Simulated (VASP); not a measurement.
CrGa3: single point with r2SCAN

The system is CrGa3.

```
Ga Cr
1.0
     0.00000    3.25710    3.25710
     3.25710    0.00000    3.25710
     3.25710    3.25710    0.00000
Ga Cr
3 1
Direct
  0.25000 0.25000 0.25000
  0.75000 0.75000 0.75000
  0.50000 0.50000 0.50000
  0.00000 0.00000 0.00000
```

```json
{"Program": "VASP 6.6.1", "Task": "single point", "Functional": "r2SCAN", "Potentials or basis": "VASP PAW PBE potentials, release 64 (Ga_d, Cr_pv)", "Cutoff": "520 eV", "k mesh": "12 × 12 × 12", "Occupations": "gaussian, width 0.1 eV", "Spin": "no spin polarisation"}
```

```json
{
  "Pressure": "-10.8 GPa",
  "Band gap on the k mesh": "zero (an odd number of electrons rules out a gap without spin polarisation)"
}
```

Levels at points of the mesh, in eV from the Fermi level:
```csv
k point,band 22,band 23,band 24,band 25,band 26,band 27,band 28,band 29,band 30,band 31
"(0.00, 0.00, 0.00)",-2.24,-1.75,-0.08,-0.08,0.37,0.65,0.65,0.65,2.99,2.99
"(0.50, 0.00, 0.00)",-2.52,-2.16,-0.97,-0.27,-0.27,0.24,0.24,2.10,2.10,2.47
"(0.50, 0.50, 0.00)",-3.59,-3.59,-1.42,-0.47,-0.47,0.19,0.95,1.31,4.01,6.94
```

Wall time 11 min on 1 thread of Oxide Virtual Turin-like Processor, on a shared host, peak memory 0.28 GiB.

Caveat: the cell stands under tension; the PAW data sets were made with another functional, which shifts forces and pressure a little; the run has no spin polarisation, though such a crystal can be magnetic. Spin polarisation is off, so any magnetic state and its effect on volume and gap are missing.
